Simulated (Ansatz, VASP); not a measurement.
Two plane-wave programs on B3N

Contents of INCAR:

```
PREC = Accurate
ENCUT = 600
EDIFF = 1E-7
ISMEAR = 0
SIGMA = 0.1
LREAL = False
LASPH = True
NELM = 60
ALGO = Normal
ISIF = 3
LWAVE = False
LCHARG = False
GGA = PE
IBRION = 2
NSW = 90
EDIFFG = -0.04
```

The input KPOINTS:

```
Automatic mesh
0
Gamma
  6 6 6
```

POSCAR

```
B3N
1.0
    3.5044651497      0.0000000000      0.0000000000
   -1.7522325749      3.0349558463      0.0000000000
    0.0000000000      0.0000000000      3.1978746060
B N
3 1
Direct
    0.6666666667      0.1152919951      0.7500000000
    0.4486253284      0.3333333333      0.7500000000
    0.8847080049      0.5513746716      0.7500000000
    0.0000000000      0.0000000000      0.3463966345
```

Input for Ansatz:

```yaml
crystal:
  lattice:
    - [3.5044651497, 0.0, 0.0]
    - [-1.7522325749, 3.0349558463, 0.0]
    - [0.0, 0.0, 3.197874606]
  atoms:
    - { symbol: B, position: [0.6666666667, 0.1152919951, 0.75] }
    - { symbol: B, position: [0.4486253284, 0.3333333333, 0.75] }
    - { symbol: B, position: [0.8847080049, 0.5513746716, 0.75] }
    - { symbol: "N", position: [0.0, 0.0, 0.3463966345] }
basis:
  ecutwfc: 420
kpoints:
  mp_grid: { grid: [6, 6, 6] }
hamiltonian:
  xc: pbe
scf:
  occupations: { method: gaussian, width: 0.1 }
  lower_state_search: "off"
output:
  forces: true
  stress: true
  eigenvalues: true
relax:
  adjacent_minimum: "off"
  f_tol: 0.04
  max_steps: 70
  cell: { stress_tol: 0.4 }
```

Alike in both runs: task relaxation of cell and atoms; functional PBE; k mesh 6 × 6 × 6; occupations gaussian, width 0.1 eV; no spin polarisation.

|  | VASP | Ansatz |
| --- | --- | --- |
| version | VASP 6.6.1 | Ansatz 0.2.0 |
| potentials or method | VASP PAW PBE potentials, release 64 (B, N), cutoff 600 eV | scalar-relativistic, plane waves, PAW |
| valence electrons in the cell | 14 | 14 |

```csv
,VASP,Ansatz,Ansatz less VASP
"gap on the k mesh at the Fermi level, each at its own relaxed structure (eV)",none,none,-
relaxed volume (Å³/atom),9.47,9.42,-0.051
relaxed length of the cell vector where the two differ most in proportion (Å),3.466,3.450,-0.0163
```

A gap of «none» marks a metal or a gap that the smearing closes.
